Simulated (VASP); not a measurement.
# Tm (Im-3m) in VASP: single point with revPBE+D3(BJ)

Aim: the single point of Tm with revPBE+D3(BJ).

All numbers are computed with VASP 6.6.1; they aren't measurements. Logs are shortened: lines on timing, memory, paths and dates and some standing lists are left out, and cuts for length are marked.

**1. The cell of the first run**

Symmetry: Im-3m, No. 229, cubic system. Conventional cell: a = 3.941 Å, b = 3.941 Å, c = 3.941 Å, α = 90.00°, β = 90.00°, γ = 90.00°. Within 4.5 Å of Tm (site symmetry m-3m) lie 14 Tm at 3.41 to 3.94 Å.

This isn't the form of Tm at room conditions, which is hcp.

**2. Single point, revPBE+D3(BJ), collinear spin, ferromagnetic start**

Input file INCAR:

```
  PREC = Accurate
  ENCUT = 520
  EDIFF = 1E-7
  ISMEAR = 0
  SIGMA = 0.05
  LREAL = False
  LASPH = True
  NELM = 150
  ALGO = Normal
  ISIF = 2
  LWAVE = False
  LCHARG = False
  ISPIN = 2
  MAGMOM = 2
  LORBIT = 11
  LMAXMIX = 6
  GGA = RE
  IVDW = 12
  NBANDS = 22
```

Input file KPOINTS:

```
Automatic mesh
0
Gamma
  10 10 10
```

Input file POSCAR:

```
Tm
1.0
   -1.9705499473      1.9705499473      1.9705499473
    1.9705499473     -1.9705499473      1.9705499473
    1.9705499473      1.9705499473     -1.9705499473
Tm
1
Direct
    0.0000000000      0.0000000000      0.0000000000
```

Potentials or basis: VASP PAW PBE potentials, release 64 (Tm).

Command:

```sh
> cat potpaw_PBE.64/Tm/POTCAR > POTCAR
> mpirun -np 1 vasp_std > vasp.out
```

OUTCAR:

```text
PREC = Accurate
   ENCUT = 520
   EDIFF = 1E-7
   ISMEAR = 0
   LREAL = False
   LASPH = True
   NELM = 150
   ISIF = 2
   ISPIN = 2
   LORBIT = 11
   GGA = RE
   IVDW = 12
 IVDW          = 12

 ion  position               nearest neighbor table
   1  0.000  0.000  0.000-

  LATTYP: Found a body centered cubic cell.
 ALAT       =     3.9410998946

  Lattice vectors:

 A1 = (  -1.9705499473,   1.9705499473,   1.9705499473)
 A2 = (   1.9705499473,  -1.9705499473,   1.9705499473)
 A3 = (   1.9705499473,   1.9705499473,  -1.9705499473)

Analysis of symmetry for initial positions (statically):
=====================================================================
 Subroutine PRICEL returns:
 Original cell was already a primitive cell.

 Routine SETGRP: Setting up the symmetry group for a
 body centered cubic supercell.

 Subroutine GETGRP returns: Found 48 space group operations
 (whereof 48 operations were pure point group operations)
 out of a pool of 48 trial point group operations.

The static configuration has the point symmetry O_h .

Analysis of symmetry for dynamics (positions and initial velocities):
=====================================================================
 Subroutine PRICEL returns:
 Original cell was already a primitive cell.

 Routine SETGRP: Setting up the symmetry group for a
 body centered cubic supercell.

 Subroutine GETGRP returns: Found 48 space group operations
 (whereof 48 operations were pure point group operations)
 out of a pool of 48 trial point group operations.

The dynamic configuration has the point symmetry O_h .

Analysis of structural, dynamic, and magnetic symmetry:
=====================================================================
 Subroutine PRICEL returns:
 Original cell was already a primitive cell.

 Routine SETGRP: Setting up the symmetry group for a
 body centered cubic supercell.

 Subroutine GETGRP returns: Found 48 space group operations
 (whereof 48 operations were pure point group operations)
 out of a pool of 48 trial point group operations.

The overall configuration has the point symmetry O_h .

 Subroutine INISYM returns: Found 48 space group operations
 (whereof 48 operations are pure point group operations),
 and found     1 'primitive' translations

----------------------------------------------------------------------------------------

                                     Primitive cell

  volume of cell :      30.6071

  direct lattice vectors                    reciprocal lattice vectors
    -1.970549947  1.970549947  1.970549947     0.000000000  0.253736273  0.253736273
     1.970549947 -1.970549947  1.970549947     0.253736273  0.000000000  0.253736273
     1.970549947  1.970549947 -1.970549947     0.253736273  0.253736273  0.000000000

  length of vectors
     3.413092628  3.413092628  3.413092628     0.358837279  0.358837279  0.358837279

  position of ions in fractional coordinates (direct lattice)
     0.000000000  0.000000000  0.000000000

  ion indices of the primitive-cell ions
   primitive index   ion index
                 1           1

----------------------------------------------------------------------------------------

 KPOINTS: Automatic mesh

Automatic generation of k-mesh.
 Grid dimensions read from file:
 generate k-points for:   10   10   10

 Generating k-lattice:

  Cartesian coordinates                     Fractional coordinates (reciprocal lattice)
     0.000000000  0.025373627  0.025373627     0.100000000  0.000000000  0.000000000
     0.025373627  0.000000000  0.025373627     0.000000000  0.100000000  0.000000000
     0.025373627  0.025373627  0.000000000     0.000000000  0.000000000  0.100000000

  Length of vectors
     0.035883728  0.035883728  0.035883728

  Shift w.r.t. Gamma in fractional coordinates (k-lattice)
     0.000000000  0.000000000  0.000000000

 Subroutine IBZKPT returns following result:
 ===========================================

 Found     47 irreducible k-points:

 Following reciprocal coordinates:
            Coordinates               Weight
  0.000000  0.000000  0.000000      1.000000
  0.100000  0.000000  0.000000     12.000000
  0.200000  0.000000  0.000000     12.000000
  0.300000  0.000000  0.000000     12.000000
  0.400000  0.000000  0.000000     12.000000
  0.500000  0.000000  0.000000      6.000000
[... 16 lines left out ...]
  0.300000  0.300000  0.100000      8.000000
 -0.300000  0.300000  0.100000     24.000000
 [... further k-points ...]
   k-points           NKPTS =     47   k-points in BZ     NKDIM =     47   number of bands    NBANDS=     22
   number of dos      NEDOS =    301   number of ions     NIONS =      1
   total plane-waves  NPLWV =  21952
   dimension x,y,z NGX =    28 NGY =   28 NGZ =   28
   dimension x,y,z NGXF=    56 NGYF=   56 NGZF=   56
   ions per type =               1
   NGX,Y,Z   is equivalent  to a cutoff of  13.64, 13.64, 13.64 a.u.
   NGXF,Y,Z  is equivalent  to a cutoff of  27.28, 27.28, 27.28 a.u.
 SYSTEM =  unknown system
   PREC   = accura    normal or accurate (medium, high low for compatibility)
   ISTART =      0    job   : 0-new  1-cont  2-samecut
   ICHARG =      2    charge: 1-file 2-atom 10-const
   ISPIN  =      2    spin polarized calculation?
   LNONCOLLINEAR =      F non collinear calculations
   LSORBIT =      F    spin-orbit coupling
   LASPH  =      T    aspherical Exc in radial PAW
   ENCUT  =  520.0 eV  38.22 Ry    6.18 a.u.   6.35  6.35  6.35*2*pi/ulx,y,z
   NELM   =    150;   NELMIN=  2; NELMDL= -5     # of ELM steps
   EDIFF  = 0.1E-06   stopping-criterion for ELM
   LREAL  =      F    real-space projection
   EDIFFG = 0.1E-05   stopping-criterion for IOM
   NSW    =      0    number of steps for IOM
   IBRION =     -1    ionic relax: 0-MD 1-quasi-New 2-CG
   NFREE  =      0    steps in history (QN), initial steepest desc. (CG)
   ISIF   =      2    stress and relaxation
   ISYM   =      2    0-nonsym 1-usesym 2-fastsym
   POTIM  = 0.5000    time-step for ionic-motion
   TEBEG  =    0.0;   TEEND  =   0.0 temperature during run
   PSTRESS=    0.0 pullay stress
   NELECT =      23.0000    total number of electrons
   NUPDOWN=      -1.0000    fix difference up-down
   EMIN   =  10.00;   EMAX   =-10.00  energy-range for DOS
   EFERMI =   0.00;   METHOD = LEGACY
   ISMEAR =     0;   SIGMA  =   0.05  broadening in eV -4-tet -1-fermi 0-gaus
   EFERMI_NEDOS =   21; number of points for ismear=-14 and -15
   IALGO  =     38    algorithm
   IMIX   =      4    mixing-type and parameters
     AMIX     =   0.40;   BMIX     =  1.00
     AMIX_MAG =   1.60;   BMIX_MAG =  1.00
  volume/ion in A,a.u.               =      30.61       206.55
  Fermi-wavevector in a.u.,A,eV,Ry     =   1.488367  2.812606 30.140115  2.215236
  Thomas-Fermi vector in A             =   2.601411
   LORBIT       =     11    0 simple, 1 ext, 2 COOP (PROOUT), +10 PAW based schemes
   GGA     = RE    functional components
   LHFCALC =     F    Hartree Fock is set to
   AEXX    =    0.0000 exact exchange contribution
   IVDW    =    12    specifies the selected vdW correction
   LEPSILON=     F    determine dielectric tensor
   LRPA    =     F    only Hartree local field effects (RPA)
 spin polarized calculation
 Gauss-broadening in eV      SIGMA  =   0.05
  energy-cutoff  :      520.00
  volume of cell :       30.61
 maximum number of plane-waves:       856
 NGX is ok and might be reduce to    28
   NGX = 13   NGY = 13   NGZ = 13

 number of electron      22.9999992 magnetization       1.1179500

 Free energy of the ion-electron system (eV)
  ---------------------------------------------------
  ext. energy  EPLUGINS =         0.00000000
  ---------------------------------------------------
  free energy    TOTEN  =        -3.73271332 eV

  energy without entropy =       -3.71652707  energy(sigma->0) =       -3.72462019

 E-fermi :   2.3466     XC(G=0): -10.0883

 val. band max:        2.3439844403   @ k =  -0.3000   0.3000   0.2000
 cond. band min:       2.3482873936   @ k =  -0.3000   0.3000   0.2000
 fundamental gap:      0.0043029533
 Fermi energy:         2.3466045226

 spin component 1

 k-point     1 :       0.0000    0.0000    0.0000
  band No.  band energies     occupation
      1     -48.1505      1.00000
      2     -21.0698      1.00000
      3     -21.0698      1.00000
      4     -21.0698      1.00000
      5      -2.9153      1.00000
      6       0.7274      1.00000
[... 14 lines left out ...]
     21      21.6765      0.00000
     22      21.6765      0.00000

 k-point     2 :       0.1000    0.0000    0.0000
  band No.  band energies     occupation
      1     -48.1463      1.00000
      2     -21.1315      1.00000
      3     -21.0889      1.00000
      4     -21.0702      1.00000
      5      -2.6238      1.00000
      6       0.7311      1.00000
[... 14 lines left out ...]
     21      19.4015      0.00000
     22      19.9612      0.00000
[... 523 lines left out ...]
     21      19.5217      0.00000
     22      19.5217      0.00000

 k-point    24 :      -0.3000    0.3000    0.1000
  band No.  band energies     occupation
      1     -48.1185      1.00000
      2     -21.4673      1.00000
      3     -21.2198      1.00000
      4     -21.1174      1.00000
      5      -0.4721      1.00000
      6       0.7430      1.00000
[... 14 lines left out ...]
     21      18.4066      0.00000
     22      19.0467      0.00000

 [... further k-points ...]

 spin component 2

 k-point     1 :       0.0000    0.0000    0.0000
  band No.  band energies     occupation
      1     -47.6078      1.00000
      2     -20.7033      1.00000
      3     -20.7033      1.00000
      4     -20.7033      1.00000
      5      -3.0743      1.00000
      6       1.8411      1.00000
[... 14 lines left out ...]
     21      21.5434      0.00000
     22      21.5434      0.00000

 k-point     2 :       0.1000    0.0000    0.0000
  band No.  band energies     occupation
      1     -47.6034      1.00000
      2     -20.7687      1.00000
      3     -20.7233      1.00000
      4     -20.7038      1.00000
      5      -2.7796      1.00000
      6       1.8215      1.00000
[... 14 lines left out ...]
     21      19.2763      0.00000
     22      19.8764      0.00000
[... 523 lines left out ...]
     21      19.3913      0.00000
     22      19.3913      0.00000

 k-point    24 :      -0.3000    0.3000    0.1000
  band No.  band energies     occupation
      1     -47.5740      1.00000
      2     -21.1229      1.00000
      3     -20.8602      1.00000
      4     -20.7537      1.00000
      5      -0.6101      1.00000
      6       1.7238      1.00000
[... 14 lines left out ...]
     21      18.2974      0.00000
     22      18.9566      0.00000

 [... further k-points ...]

------------------------ aborting loop because EDIFF is reached ----------------------------------------

 Edisp (eV)   -0.56706

 E8    (eV) :    -0.4336

  FORCE on cell =-STRESS in cart. coord.  units (eV):
  Direction    XX          YY          ZZ          XY          YZ          ZX
  --------------------------------------------------------------------------------------
  -------------------------------------------------------------------------------------
  Total       0.12732     0.12732     0.12732     0.00000     0.00000     0.00000
  in kB       6.66458     6.66458     6.66458     0.00000     0.00000     0.00000
  external pressure =        6.66 kB  Pullay stress =        0.00 kB

 VOLUME and BASIS-vectors are now :
 -----------------------------------------------------------------------------
  energy-cutoff  :      520.00
  volume of cell :       30.61
      direct lattice vectors                 reciprocal lattice vectors
    -1.970549947  1.970549947  1.970549947     0.000000000  0.253736273  0.253736273
     1.970549947 -1.970549947  1.970549947     0.253736273  0.000000000  0.253736273
     1.970549947  1.970549947 -1.970549947     0.253736273  0.253736273  0.000000000

 POSITION                                       TOTAL-FORCE (eV/Angst)
 -----------------------------------------------------------------------------------
      0.00000      0.00000      0.00000         0.000000      0.000000      0.000000
 -----------------------------------------------------------------------------------
    total drift:                               -0.000000     -0.000000     -0.000000

  FREE ENERGIE OF THE ION-ELECTRON SYSTEM (eV)
  ---------------------------------------------------
  free  energy   TOTEN  =        -4.2997722472 eV

  energy  without entropy=       -4.2835859950  energy(sigma->0) =       -4.29167912

 total charge

# of ion       s       p       d       f       tot
--------------------------------------------------
    1        2.216   5.971   0.406  12.504  21.098

 magnetization (x)

# of ion       s       p       d       f       tot
--------------------------------------------------
    1        0.005  -0.035  -0.037   1.286   1.219
```

Run time: 3.7 min. Hardware: 1 thread of Intel Xeon Platinum 8259CL at 2.50GHz (Skylake/Cascade Lake), shared host; peak memory 0.22 GiB.

What came out:

```yaml
Free_energy: -4.2998 eV
Pressure: 0.7 GPa
Net_moment: 1.12 μB per cell
Site_moments: Tm +1.22 μB
Valence_electrons_inside_the_program's_atomic_spheres: Tm 21.10
Dispersion_energy_per_atom: -0.567 eV
```

Caveat: the magnetic or orbital state may not be the lowest; the PAW data sets were made with another functional, which shifts forces and pressure a little; spin-orbit coupling is left out, which moves the levels of the heavy elements; semilocal functionals describe open f shells poorly, which spoils levels, moments and volumes.
